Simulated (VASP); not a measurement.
A run of VASP 6.6.1 is set up as follows.

INCAR

```
SYSTEM = Ni
ALGO     = Normal         ! electronic algorithm
EDIFF    = 1E-6           ! SCF threshold, eV
EDIFFG   = -0.01          ! ionic threshold
ENCUT    = 600            ! plane-wave cutoff, eV
GGA      = RP             ! functional
IBRION   = 2              ! ionic algorithm
ISIF     = 3              ! what is computed and relaxed
ISMEAR   = -1             ! smearing method
ISPIN    = 2              ! spin polarisation
IVDW     = 13             ! dispersion correction
LASPH    = .True.         ! aspherical terms in the spheres
LCHARG   = .False.        ! write CHGCAR
LMAXMIX  = 4              ! l up to which the mixer works
LORBIT   = 11             ! projections on sites
LREAL    = .False.        ! projectors in reciprocal space
LWAVE    = .False.        ! write WAVECAR
MAGMOM   = 1              ! initial moments
NELM     = 150            ! most SCF steps
NSW      = 80             ! ionic steps
PREC     = Accurate       ! precision mode
SIGMA    = 0.05           ! smearing width, eV
```

KPOINTS

```
k-points
0
Gamma
  13 13 13
  0 0 0
```

The input POSCAR:

```
Ni
1.0
    0.0000000000      1.7375729330      1.7375729330
    1.7375729330      0.0000000000      1.7375729330
    1.7375729330      1.7375729330      0.0000000000
Ni
1
Direct
    0.0000000000      0.0000000000      0.0000000000
```

Potentials or basis: VASP PAW PBE potentials, release 64 (Ni).

Run with:

```sh
$ cat potpaw_PBE.64/Ni/POTCAR > POTCAR
$ mpirun -np 1 vasp_std > vasp.out
```

**Question.** Estimate the space group after relaxing (to 0.1 Å).

**Answer.** Fm-3m (No. 225).

**Question.** What does it give for the site moments?

**Answer.** Ni +0.63 μB.

**Question.** What does it give for the dispersion energy per atom?

**Answer.** -0.932 eV.

**Question.** Estimate the relaxed volume.

**Answer.** 10.50 Å³/atom.

Final structure:
```
CELL_PARAMETERS angstrom
0.00000 1.73824 1.73824
1.73824 0.00000 1.73824
1.73824 1.73824 0.00000
ATOMIC_POSITIONS crystal
Ni 0.00000 0.00000 0.00000
```

Caveat: the PAW data sets were made with another functional, which shifts forces and pressure a little.
